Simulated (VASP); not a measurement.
Input of a VASP 6.6.1 run:

File INCAR:

```
  PREC = Accurate
  ENCUT = 600
  EDIFF = 1E-6
  ISMEAR = 0
  SIGMA = 0.1
  LREAL = False
  LASPH = True
  NELM = 200
  ALGO = Normal
  ISIF = 2
  LWAVE = False
  LCHARG = False
  GGA = PE
  NBANDS = 30
  GGA_COMPAT = False
  LMAXMIX = 6
```

File KPOINTS:

```
regular mesh
0
Gamma
  6 6 4
```

The input POSCAR:

```
SmO5
1.0
    4.4770843279      0.0000000000      0.0000000000
   -2.2385421640      3.8772687629      0.0000000000
    0.0000000000      0.0000000000      4.4007279925
Sm O
1 5
Direct
    0.0000000000      0.0000000000      1.1030086810
    0.0000000000      0.0000000000      0.6025920492
    0.3333333333      0.6666666667      0.2549277443
    0.6666666667      0.3333333333      0.2549277443
    0.3333333333      0.6666666667     -0.0489257044
    0.6666666667      0.3333333333     -0.0489257044
```

Potentials or basis: VASP PAW PBE potentials, release 64 (Sm_3, O), 4f in core.

Run with:

```sh
$ cat potpaw_PBE.64/Sm_3/POTCAR potpaw_PBE.64/O/POTCAR > POTCAR
$ mpirun -np 1 vasp_std > vasp.out
```

(1) What does it give for the band gap on the k mesh?

(2) Predict the largest force.

(3) Estimate the pressure.

Answers

(1) zero (an odd number of electrons rules out a gap without spin polarisation).

(2) 0.503 eV/Å.

(3) 1.0 GPa.

Caveat: spin-orbit coupling is left out, which moves the levels of the heavy elements; the 4f electrons are frozen in the core, so they carry no moment and show no levels; an odd number of electrons without spin polarisation forces a metal; a magnetic or distorted state may lie lower; the run has no spin polarisation, though such a crystal can be magnetic.
